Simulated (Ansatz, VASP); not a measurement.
**Two plane-wave programs on AgCl**

File INCAR:

```
SYSTEM = AgCl
  ALGO = Normal
  EDIFF = 1E-6
  ENCUT = 520
  GGA = PE
  ISIF = 2
  ISMEAR = -1
  LASPH = .True.
  LCHARG = .True.
  LELF = .True.
  LREAL = .False.
  LVHAR = .True.
  LWAVE = .False.
  NBANDS = 16
  NELM = 100
  PREC = Accurate
  SIGMA = 0.02
```

File KPOINTS:

```
k-points
0
Gamma
  8 8 8
  0 0 0
```

POSCAR

```
AgCl
1.0
    3.3955880419      0.0614601436      0.0000000000
    0.0614601436      3.3955880419      0.0000000000
    0.0000000000      0.0000000000      3.3955880419
Ag Cl
1 1
Direct
    0.0000000000      0.0000000000      0.0000000000
    0.5000000000      0.5000000000      0.5000000000
```

Input for Ansatz:

```yaml
crystal:
  lattice:
    - [3.3955880419, 0.0614601436, 0.0]
    - [0.0614601436, 3.3955880419, 0.0]
    - [0.0, 0.0, 3.3955880419]
  atoms:
    - { symbol: Ag, position: [0.0, 0.0, 0.0] }
    - { symbol: Cl, position: [0.5, 0.5, 0.5] }
kpoints:
  mp_grid: { grid: [8, 8, 8] }
  band_path:
    path: [[0.0, 0.0, 0.0], [0.0, 0.5, 0.0], [0.5, 0.5, 0.0], [0.5, 0.5, 0.5]]
    npoints: 1
hamiltonian:
  xc: pbe
scf:
  occupations: { method: fermi_dirac, width: 0.02 }
  n_extra_bands: 4
output:
  forces: true
  stress: true
  eigenvalues: true
```

Change from the starting cell: shear_xy strain +3.6%.

Alike in both runs: task single point; functional PBE; k mesh 8 × 8 × 8; occupations fermi-dirac, width 0.02 eV; no spin polarisation.

|  | VASP | Ansatz |
| --- | --- | --- |
| version | VASP 6.6.1 | Ansatz 0.2.0 |
| potentials or method | VASP PAW PBE potentials, release 64 (Ag, Cl) | plane waves, PAW |
| plane-wave cutoff (eV) | 520 | 420 |
| valence electrons in the cell | 18 | 26 |

Ansatz gave:

| Quantity | Value |
| --- | --- |
| pressure (GPa) | 1.6 |
| traceless stress, the component that is largest in VASP (GPa) | 0.38 |

Which values does VASP return?

Pressure (GPa): 1.5; traceless stress, the component that is largest in VASP (GPa): 0.39.

With one functional, cell and mesh, what is left measures potentials, basis and numerics. VASP's potentials hold 18 valence electrons a cell and Ansatz's 26, so a difference there can come from the potentials and not from the codes.
